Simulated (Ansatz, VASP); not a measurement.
Nb2BS: VASP beside Ansatz

```
Nb B S
1.0
     3.37301    0.00000    0.00000
    -1.68650    2.92111    0.00000
     0.00000    0.00000   11.69780
Nb B S
4 2 2
Cartesian
  0.0000 1.9474 1.1723
  1.6865 0.9737 7.0212
  1.6865 0.9737 10.5255
  0.0000 1.9474 4.6766
  0.0000 0.0000 0.0000
  0.0000 0.0000 5.8489
  0.0000 1.9474 8.7733
  1.6865 0.9737 2.9244
```

Alike in both runs: task single point; functional PBE; k mesh 8 × 8 × 2; no spin polarisation.

|  | VASP | Ansatz |
| --- | --- | --- |
| version | VASP 6.6.1 | Ansatz 0.2.0 |
| potentials or method | VASP PAW PBE potentials, release 64 (Nb_sv, B, S) | plane waves, PAW |
| plane-wave cutoff (eV) | 520 | 420 |
| occupations | methfessel-paxton of order 1, width 0.05 eV | cold, width 0.05 eV |
| valence electrons in the cell | 70 | 70 |

```csv
,VASP,Ansatz,Ansatz less VASP
gap on the k mesh at the Fermi level (eV),none,none,-
pressure (GPa),-2.4,-2.1,+0.34
"traceless stress, the component that is largest in VASP (GPa)",-1.34,-1.18,+0.163
```

A gap of «none» marks a metal or a gap that the smearing closes. Ansatz's warnings: structure snapped to symmetry.
